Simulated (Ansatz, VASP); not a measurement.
# TiC in VASP and in Ansatz

INCAR

```
SYSTEM = TiC
  PREC = Accurate
  ENCUT = 520
  EDIFF = 1E-6
  ISMEAR = 0
  SIGMA = 0.15
  LREAL = .False.
  LASPH = .True.
  NELM = 60
  ALGO = Normal
  ISIF = 2
  LWAVE = .False.
  LCHARG = .False.
  GGA = PS
  NBANDS = 15
```

Contents of KPOINTS:

```
Automatic mesh
0
Gamma
  18 18 18
  0 0 0
```

File POSCAR:

```
TiC
1.0
    0.0000000000      2.1964600000      2.1315400000
    2.1964600000      0.0000000000      2.1315400000
    2.1964600000      2.1964600000      0.0000000000
Ti C
1 1
Direct
    0.0000000000      0.0000000000      0.0000000000
    0.5000000000      0.5000000000      0.5000000000
```

Input for Ansatz:

```yaml
crystal:
  lattice:
    - [0.0, 2.19646, 2.13154]
    - [2.19646, 0.0, 2.13154]
    - [2.19646, 2.19646, 0.0]
  atoms:
    - { symbol: Ti, position: [0.0, 0.0, 0.0] }
    - { symbol: C, position: [0.5, 0.5, 0.5] }
basis:
  ecutwfc: 420
kpoints:
  mp_grid: { grid: [18, 18, 18] }
hamiltonian:
  xc: pbesol
scf:
  occupations: { method: gaussian, width: 0.15 }
output:
  forces: true
  stress: true
  eigenvalues: true
```

Change from the starting cell: strain +0.015 along x and y, -0.015 along z, atoms carried along.

Alike in both runs: task single point; functional PBEsol; k mesh 18 × 18 × 18; occupations gaussian, width 0.15 eV; no spin polarisation.

|  | VASP | Ansatz |
| --- | --- | --- |
| version | VASP 6.6.1 | Ansatz 0.2.0 |
| potentials or method | VASP PAW PBE potentials, release 64 (Ti_sv, C), cutoff 520 eV | scalar-relativistic, plane waves, PAW |
| valence electrons in the cell | 16 | 16 |

Ansatz gave:

* gap on the k mesh at the Fermi level (eV): none
* pressure (GPa): -9.2
* traceless stress, the component that is largest in VASP (GPa): 7.61

Question: What did VASP give for the same quantities?

Answer: gap on the k mesh at the Fermi level (eV): none; pressure (GPa): -8.9; traceless stress, the component that is largest in VASP (GPa): 7.64.

VASP's potentials were made for PBE, not for PBEsol. A gap of «none» marks a metal or a gap that the smearing closes.
